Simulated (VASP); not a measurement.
# C in VASP: notebook

C is run at these levels: PBE+D3(BJ); tasks: single point, relaxation of cell and atoms.

Program: VASP 6.6.1. These are calculated values, not measurements. Logs are shortened: lines on timing, memory, paths and dates and some standing lists are left out, and cuts for length are marked.

**1. The cell of the first run**

Symmetry: R-3m, No. 166, trigonal system. The conventional cell has a = 2.438 Å, b = 2.438 Å, c = 8.433 Å, α = 90.00°, β = 90.00°, γ = 120.00°. Within 1.9 Å of C (site symmetry 3m) lie 3 C at 1.41 Å.

**2. Single point, PBE+D3(BJ)**

Input file INCAR:

```
SYSTEM = C
PREC = Accurate
ENCUT = 520
EDIFF = 1E-7
ISMEAR = 0
SIGMA = 0.01
LREAL = .FALSE.
LASPH = .TRUE.
NELM = 60
ALGO = Normal
ISIF = 2
LWAVE = .FALSE.
LCHARG = .FALSE.
GGA = PE
IVDW = 12
NBANDS = 11
```

Input file KPOINTS:

```
Automatic mesh
0
G
  16 16 12
  0 0 0
```

Input file POSCAR:

```
C
1.0
    2.1112111864     -1.2189307954     -0.0120010427
    2.1112111864      1.2189307954     -0.0120010427
   -1.3915011214      0.0000000000      2.8188344499
C
2
Direct
    0.8338229391      0.8338229391      0.0014684815
    0.1661770609      0.1661770609      0.9985315185
```

Potentials or basis: VASP PAW PBE potentials, release 64 (C).

Run with:

```console
> cat potpaw_PBE.64/C/POTCAR > POTCAR
> mpirun -np 1 vasp_std > vasp.out
```

OUTCAR:

```text
SYSTEM = C
   PREC = Accurate
   ENCUT = 520
   EDIFF = 1E-7
   ISMEAR = 0
   LREAL = .FALSE.
   LASPH = .TRUE.
   NELM = 60
   ISIF = 2
   GGA = PE
   IVDW = 12
 IVDW          = 12

 ion  position               nearest neighbor table
   1  0.834  0.834  0.001-   2 1.41   2 1.41   2 1.41
   2  0.166  0.166  0.999-   1 1.41   1 1.41   1 1.41

  LATTYP: Found a trigonal (rhomboedric) cell.
 ALAT       =     3.1435789536
 COS(alpha) =     0.6992959002

  Lattice vectors:

 A1 = (   0.7197100650,  -1.2189307954,   2.8068334072)
 A2 = (   0.7197100650,   1.2189307954,   2.8068334072)
 A3 = (  -1.3915011214,   0.0000000000,   2.8188344499)

Analysis of symmetry for initial positions (statically):
=====================================================================
 Subroutine PRICEL returns:
 Original cell was already a primitive cell.

 Routine SETGRP: Setting up the symmetry group for a
 trigonal (rhombohedral) supercell.

 Subroutine GETGRP returns: Found 12 space group operations
 (whereof  4 operations were pure point group operations)
 out of a pool of 12 trial point group operations.

The static configuration has the point symmetry C_2h.
 The point group associated with its full space group is D_3d.

Analysis of symmetry for dynamics (positions and initial velocities):
=====================================================================
 Subroutine PRICEL returns:
 Original cell was already a primitive cell.

 Routine SETGRP: Setting up the symmetry group for a
 trigonal (rhombohedral) supercell.

 Subroutine GETGRP returns: Found 12 space group operations
 (whereof  4 operations were pure point group operations)
 out of a pool of 12 trial point group operations.

The dynamic configuration has the point symmetry C_2h.
 The point group associated with its full space group is D_3d.

 Subroutine INISYM returns: Found 12 space group operations
 (whereof  4 operations are pure point group operations),
 and found     1 'primitive' translations

----------------------------------------------------------------------------------------

                                     Primitive cell

  volume of cell :      14.4674

  direct lattice vectors                    reciprocal lattice vectors
     2.111211186 -1.218930795 -0.012001043     0.237497317 -0.410195560  0.117239160
     2.111211186  1.218930795 -0.012001043     0.237497317  0.410195560  0.117239160
    -1.391501121  0.000000000  2.818834450     0.002022265  0.000000000  0.355754835

  length of vectors
     2.437857457  2.437857457  3.143581242     0.488272868  0.488272868  0.355760583

  position of ions in fractional coordinates (direct lattice)
     0.833822939  0.833822939  0.001468481
     0.166177061  0.166177061  0.998531519

  ion indices of the primitive-cell ions
   primitive index   ion index
                 1           1
                 2           2

----------------------------------------------------------------------------------------

 KPOINTS: Automatic mesh

Automatic generation of k-mesh.
 Grid dimensions read from file:
 generate k-points for:   16   16   12

 Generating k-lattice:

  Cartesian coordinates                     Fractional coordinates (reciprocal lattice)
     0.014843582 -0.025637222  0.007327447     0.062500000 -0.000000000  0.000000000
     0.014843582  0.025637222  0.007327447    -0.000000000  0.062500000  0.000000000
     0.000168522  0.000000000  0.029646236     0.000000000  0.000000000  0.083333333

  Length of vectors
     0.030517054  0.030517054  0.029646715

  Shift w.r.t. Gamma in fractional coordinates (k-lattice)
     0.000000000  0.000000000  0.000000000

 -----------------------------------------------------------------------------
|                                                                             |
|           W    W    AA    RRRRR   N    N  II  N    N   GGGG   !!!           |
|           W    W   A  A   R    R  NN   N  II  NN   N  G    G  !!!           |
|           W    W  A    A  R    R  N N  N  II  N N  N  G       !!!           |
|           W WW W  AAAAAA  RRRRR   N  N N  II  N  N N  G  GGG   !            |
|           WW  WW  A    A  R   R   N   NN  II  N   NN  G    G                |
|           W    W  A    A  R    R  N    N  II  N    N   GGGG   !!!           |
|                                                                             |
|     Your reciprocal lattice and k-lattice belong to different lattice       |
|     classes:                                                                |
|                                                                             |
|        The reciprocal lattice is rhombohedral (trigonal),                   |
|        whereas your k-lattice is base-centered monoclinic.                  |
|                                                                             |
|     Results are often still useful ...                                      |
|                                                                             |
 -----------------------------------------------------------------------------

 WARNING: IBZKPT: internal override: KBLOWUP is changed to .FALSE.
      ... skipping the blow-up phase ...

 Subroutine IBZKPT returns following result:
 ===========================================

 Found    687 irreducible k-points:

 Following reciprocal coordinates:
            Coordinates               Weight
  0.000000  0.000000  0.000000      1.000000
  0.062500  0.000000  0.000000      4.000000
  0.125000  0.000000  0.000000      4.000000
  0.187500  0.000000  0.000000      4.000000
  0.250000  0.000000  0.000000      6.000000
  0.312500  0.000000  0.000000      4.000000
[... 16 lines left out ...]
 -0.125000  0.062500 -0.000000      4.000000
 -0.062500  0.062500  0.000000      2.000000
 [... further k-points ...]
   k-points           NKPTS =    687   k-points in BZ     NKDIM =    687   number of bands    NBANDS=     11
   number of dos      NEDOS =    301   number of ions     NIONS =      2
   total plane-waves  NPLWV =   7776
   dimension x,y,z NGX =    18 NGY =   18 NGZ =   24
   dimension x,y,z NGXF=    36 NGYF=   36 NGZF=   48
   ions per type =               2
   NGX,Y,Z   is equivalent  to a cutoff of  12.27, 12.27, 12.69 a.u.
   NGXF,Y,Z  is equivalent  to a cutoff of  24.55, 24.55, 25.38 a.u.
 SYSTEM =  C
   PREC   = accura    normal or accurate (medium, high low for compatibility)
   ISTART =      0    job   : 0-new  1-cont  2-samecut
   ICHARG =      2    charge: 1-file 2-atom 10-const
   ISPIN  =      1    spin polarized calculation?
   LNONCOLLINEAR =      F non collinear calculations
   LSORBIT =      F    spin-orbit coupling
   LASPH  =      T    aspherical Exc in radial PAW
   ENCUT  =  520.0 eV  38.22 Ry    6.18 a.u.   4.53  4.53  5.84*2*pi/ulx,y,z
   NELM   =     60;   NELMIN=  2; NELMDL= -5     # of ELM steps
   EDIFF  = 0.1E-06   stopping-criterion for ELM
   LREAL  =      F    real-space projection
   EDIFFG = 0.1E-05   stopping-criterion for IOM
   NSW    =      0    number of steps for IOM
   IBRION =     -1    ionic relax: 0-MD 1-quasi-New 2-CG
   NFREE  =      0    steps in history (QN), initial steepest desc. (CG)
   ISIF   =      2    stress and relaxation
   ISYM   =      2    0-nonsym 1-usesym 2-fastsym
   POTIM  = 0.5000    time-step for ionic-motion
   TEBEG  =    0.0;   TEEND  =   0.0 temperature during run
   PSTRESS=    0.0 pullay stress
   NELECT =       8.0000    total number of electrons
   NUPDOWN=      -1.0000    fix difference up-down
   EMIN   =  10.00;   EMAX   =-10.00  energy-range for DOS
   EFERMI =   0.00;   METHOD = LEGACY
   ISMEAR =     0;   SIGMA  =   0.01  broadening in eV -4-tet -1-fermi 0-gaus
   EFERMI_NEDOS =   21; number of points for ismear=-14 and -15
   IALGO  =     38    algorithm
   IMIX   =      4    mixing-type and parameters
     AMIX     =   0.40;   BMIX     =  1.00
     AMIX_MAG =   1.60;   BMIX_MAG =  1.00
  volume/ion in A,a.u.               =       7.23        48.82
  Fermi-wavevector in a.u.,A,eV,Ry     =   1.343718  2.539259 24.566387  1.805579
  Thomas-Fermi vector in A             =   2.471770
   LORBIT       =      0    0 simple, 1 ext, 2 COOP (PROOUT), +10 PAW based schemes
   GGA     = PE    functional components
   LHFCALC =     F    Hartree Fock is set to
   AEXX    =    0.0000 exact exchange contribution
   IVDW    =    12    specifies the selected vdW correction
   LEPSILON=     F    determine dielectric tensor
   LRPA    =     F    only Hartree local field effects (RPA)
 non-spin polarized calculation
 Gauss-broadening in eV      SIGMA  =   0.01
  energy-cutoff  :      520.00
  volume of cell :       14.47
 maximum number of plane-waves:       403
   NGX =  9   NGY =  9   NGZ = 11

 number of electron       8.0000001 magnetization

 Free energy of the ion-electron system (eV)
  ---------------------------------------------------
  ext. energy  EPLUGINS =         0.00000000
  ---------------------------------------------------
  free energy    TOTEN  =       -18.22391209 eV

  energy without entropy =      -18.22391209  energy(sigma->0) =      -18.22391209

 E-fermi :   6.5690     XC(G=0): -11.6125

 val. band max:        6.4738558152   @ k =  -0.3750   0.3750   0.5000
 cond. band min:       7.0468111685   @ k =  -0.3125   0.3125   0.0000
 fundamental gap:      0.5729553534
 Fermi energy:         6.5689527654

 k-point     1 :       0.0000    0.0000    0.0000
  band No.  band energies     occupation
      1     -13.6578      2.00000
      2       1.2788      2.00000
      3       3.7030      2.00000
      4       3.7031      2.00000
      5      12.9848      0.00000
      6      15.2924      0.00000
      7      15.2925      0.00000
      8      18.0872      0.00000
      9      20.2776      0.00000
     10      30.1399      0.00000
     11      33.8866      0.00000
[... 309 lines left out ...]
 k-point    24 :      -0.0625    0.0625    0.0000
  band No.  band energies     occupation
      1     -13.3682      2.00000
      2       1.5870      2.00000
      3       2.6795      2.00000
      4       3.0953      2.00000
      5      13.2750      0.00000
      6      15.5079      0.00000
      7      16.3590      0.00000
      8      17.1151      0.00000
      9      20.7841      0.00000
     10      30.5974      0.00000
     11      31.0467      0.00000

 [... further k-points ...]

------------------------ aborting loop because EDIFF is reached ----------------------------------------

 Edisp (eV)   -0.37748

 E8    (eV) :    -0.1089

  FORCE on cell =-STRESS in cart. coord.  units (eV):
  Direction    XX          YY          ZZ          XY          YZ          ZX
  --------------------------------------------------------------------------------------
  -------------------------------------------------------------------------------------
  Total       1.70445     1.70446     1.61315     0.00000     0.00000    -0.00052
  in kB     188.75792   188.75910   178.64672     0.00000     0.00000    -0.05780
  external pressure =      185.39 kB  Pullay stress =        0.00 kB

 VOLUME and BASIS-vectors are now :
 -----------------------------------------------------------------------------
  energy-cutoff  :      520.00
  volume of cell :       14.47
      direct lattice vectors                 reciprocal lattice vectors
     2.111211186 -1.218930795 -0.012001043     0.237497317 -0.410195560  0.117239160
     2.111211186  1.218930795 -0.012001043     0.237497317  0.410195560  0.117239160
    -1.391501121  0.000000000  2.818834450     0.002022265  0.000000000  0.355754835

 POSITION                                       TOTAL-FORCE (eV/Angst)
 -----------------------------------------------------------------------------------
      3.51871      0.00000     -0.01587        -0.000000     -0.000000     -0.000061
     -0.68779      0.00000      2.81071         0.000000      0.000000      0.000061
 -----------------------------------------------------------------------------------
    total drift:                                0.000001      0.000009     -0.000000

  FREE ENERGIE OF THE ION-ELECTRON SYSTEM (eV)
  ---------------------------------------------------
  free  energy   TOTEN  =       -18.6013883984 eV

  energy  without entropy=      -18.6013883984  energy(sigma->0) =      -18.60138840
```

Wall time 57 s (1 thread of Intel Xeon Platinum 8259CL at 2.50GHz (Skylake/Cascade Lake), shared host); peak memory 0.2 GiB.

What came out:

* Free energy: -18.6014 eV
* Pressure: 18.5 GPa
* Band gap on the k mesh: 0.57 eV, indirect (least direct gap 0.62 eV)
* Dispersion energy per atom: -0.189 eV

**3. Relaxation of cell and atoms, PBE+D3(BJ), target pressure 18 GPa, at which the enthalpy is minimised**

This run uses another cell than the first one, of 7.87 Å³/atom, 1.089 times its volume.

Input file INCAR:

```
SYSTEM = C
ALGO = Normal
EDIFF = 1E-6
EDIFFG = -0.001
ENCUT = 600
GGA = PE
IBRION = 2
ISIF = 3
ISMEAR = 0
IVDW = 12
LASPH = .True.
LCHARG = .False.
LREAL = .False.
LWAVE = .False.
NELM = 60
NSW = 80
PREC = Accurate
PSTRESS = 180.0
SIGMA = 0.01
```

Input file KPOINTS:

```
k-points
0
Gamma
  16 16 12
  0 0 0
```

Input file POSCAR:

```
C
1.0
    2.1242291340     -1.2265335480     -0.0141445071
    2.1242291340      1.2265335480     -0.0141445071
   -1.4017344838      0.0000000000      3.0314635368
C
2
Direct
    0.8335509432      0.8335509432      0.0006461495
    0.1664490568      0.1664490568      0.9993538505
```

Potentials or basis: VASP PAW PBE potentials, release 64 (C).

Run with:

```console
> cat potpaw_PBE.64/C/POTCAR > POTCAR
> mpirun -np 1 vasp_std > vasp.out
```

It took 14 min on 1 thread of Intel Xeon Platinum 8259CL at 2.50GHz (Skylake/Cascade Lake), shared host; peak memory 0.23 GiB.

It converged, with:

```
Free energy                                            : -18.6064 eV
Relaxed volume                                         : 7.22 Å³/atom
Relaxed cell                                           : a = 2.438 Å, b = 2.438 Å, c = 3.137 Å, α = 112.88°, β = 112.88°, γ = 60.00°
Space group after relaxing (to 0.05 Å)                 : R-3m (No. 166)
Energy change on relaxing (the enthalpy is what falls) : +48.1 meV/atom
Ionic steps                                            : 43
Pressure after relaxing                                : 18.0 GPa
Band gap on the k mesh                                 : 0.57 eV, indirect (least direct gap 0.64 eV)
Dispersion energy per atom                             : -0.189 eV
```

Step by step:
| step | energy change (eV) | largest force (eV/Å) | pressure (GPa) | volume (Å³) |
| --- | --- | --- | --- | --- |
| 1 | 0.0000 | 0.0007 | 7.03 | 15.75 |
| 3 | 0.0352 | 0.0048 | 17.99 | 15.29 |
| 5 | 0.0883 | 0.0538 | 18.25 | 14.51 |
| 7 | 0.0963 | 0.0603 | 18.33 | 14.43 |
| 9 | 0.0939 | 0.0167 | 17.68 | 14.45 |
| 11 | 0.0949 | 0.0041 | 17.98 | 14.44 |
| 13 | 0.0952 | 0.0113 | 17.98 | 14.44 |
| 15 | 0.0955 | 0.0061 | 17.96 | 14.44 |
| 17 | 0.0956 | 0.0101 | 17.93 | 14.44 |
| 19 | 0.0964 | 0.0119 | 17.98 | 14.43 |
| 21 | 0.0960 | 0.0112 | 18.00 | 14.43 |
| 23 | 0.0959 | 0.0109 | 17.96 | 14.43 |
| 25 | 0.0960 | 0.0039 | 17.99 | 14.43 |
| 27 | 0.0960 | 0.0028 | 17.98 | 14.43 |
| 29 | 0.0960 | 0.0032 | 17.99 | 14.43 |
| 31 | 0.0961 | 0.0007 | 18.01 | 14.43 |
| 33 | 0.0961 | 0.0005 | 18.03 | 14.43 |
| 35 | 0.0960 | 0.0027 | 17.99 | 14.43 |
| 37 | 0.0960 | 0.0037 | 17.97 | 14.43 |
| 39 | 0.0960 | 0.0060 | 17.98 | 14.43 |
| 41 | 0.0961 | 0.0041 | 17.97 | 14.43 |
| 43 | 0.0962 | 0.0005 | 18.00 | 14.43 |

Final structure:
```cif
data_structure
_symmetry_space_group_name_H-M 'P 1'
_symmetry_Int_Tables_number 1
_cell_length_a 2.4380
_cell_length_b 2.4380
_cell_length_c 3.1374
_cell_angle_alpha 112.877
_cell_angle_beta 112.877
_cell_angle_gamma 60.002
_cell_volume 14.43
loop_
_atom_site_label
_atom_site_type_symbol
_atom_site_fract_x
_atom_site_fract_y
_atom_site_fract_z
_atom_site_occupancy
C1 C 0.83384 0.83384 0.00151 1
C2 C 0.16616 0.16616 0.99849 1
```

Levels at points of the mesh, in eV from the valence-band top:
| k point | band 2 | band 3 | band 4 | band 5 | band 6 | band 7 |
| --- | --- | --- | --- | --- | --- | --- |
| (0.00, 0.00, 0.00) | -5.18 | -2.78 | -2.78 | 6.55 | 8.80 | 8.80 |
| (0.50, 0.00, 0.00) | -13.46 | -6.20 | -1.34 | 2.40 | 8.51 | 13.44 |
| (0.50, 0.50, 0.00) | -13.16 | -6.45 | -3.16 | 1.17 | 7.22 | 15.34 |
| (0.00, 0.00, 0.50) | -9.61 | -2.88 | -2.88 | 8.61 | 8.61 | 12.36 |
| (0.50, 0.00, 0.50) | -13.16 | -6.45 | -3.16 | 1.17 | 7.22 | 15.34 |
| (0.50, 0.50, 0.50) | -13.46 | -6.20 | -1.34 | 2.40 | 8.51 | 13.44 |

Caveat: the cell is relaxed towards a set pressure, so the enthalpy falls and the energy may rise. A k mesh can miss the band edges.
